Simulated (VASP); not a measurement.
Wanted: the native input for a VASP 6.6.1 run.

```
Task                   : relaxation of cell and atoms
Functional             : PBE
Potentials or basis    : VASP PAW PBE potentials, release 64 (Hf_pv, B)
Cutoff                 : 600 eV
k mesh                 : 11 × 11 × 9
Occupations            : fermi-dirac, width 0.05 eV
Spin                   : no spin polarisation
Dipole correction      : no
Further INCAR settings : ALGO = Normal; EDIFF = 1e-07; IBRION = 2; EDIFFG = -0.02; NSW = 80; ISIF = 3
```

The structure of HfB2 lies in POSCAR:

```
HfB2
1.0
    3.1400000000      0.0000000000      0.0000000000
   -1.5700000000      2.7193200000      0.0000000000
    0.0000000000      0.0000000000      3.4800000000
Hf B
1 2
Direct
    0.0000000000      0.0000000000      0.0000000000
    0.3333333333      0.6666666667      0.5000000000
    0.6666666667      0.3333333333      0.5000000000
```

One way to write it, as run:

INCAR

```
PREC     = Accurate       # precision mode
ENCUT    = 600            # plane-wave cutoff, eV
EDIFF    = 1E-7           # SCF threshold, eV
ISMEAR   = -1             # smearing method
SIGMA    = 0.05           # smearing width, eV
LREAL    = False          # projectors in reciprocal space
LASPH    = True           # aspherical terms in the spheres
NELM     = 60             # most SCF steps
ALGO     = Normal         # electronic algorithm
ISIF     = 3              # what is computed and relaxed
LWAVE    = False          # write WAVECAR
LCHARG   = False          # write CHGCAR
GGA      = PE             # functional
IBRION   = 2              # ionic algorithm
NSW      = 80             # ionic steps
EDIFFG   = -0.02          # ionic threshold
```

KPOINTS

```
Automatic mesh
0
Gamma
  11 11 9
```

Potentials or basis: VASP PAW PBE potentials, release 64 (Hf_pv, B).

Launch:

```sh
$ cat potpaw_PBE.64/Hf_pv/POTCAR potpaw_PBE.64/B/POTCAR > POTCAR
$ mpirun -np 1 vasp_std > vasp.out
```

It gave:

The relaxed volume is 9.94 Å³/atom and the relaxed cell is a = 3.143 Å, b = 3.143 Å, c = 3.486 Å, α = 90.00°, β = 90.00°, γ = 120.00°. The space group after relaxing (to 0.05 Å) is P6/mmm (No. 191) and the energy gained by relaxing is 0.1 meV/atom. The ionic steps are 3 and the pressure after relaxing is 0.0 GPa. The band gap on the k mesh is zero (band 8 reaches 8.44 eV, above the bottom of band 9 at 7.14 eV).

Caveat: spin-orbit coupling is left out, which moves the levels of the heavy elements.

Run time: 68 s on 1 thread of Intel Xeon 6455B, on a shared host, peak memory 0.2 GiB.
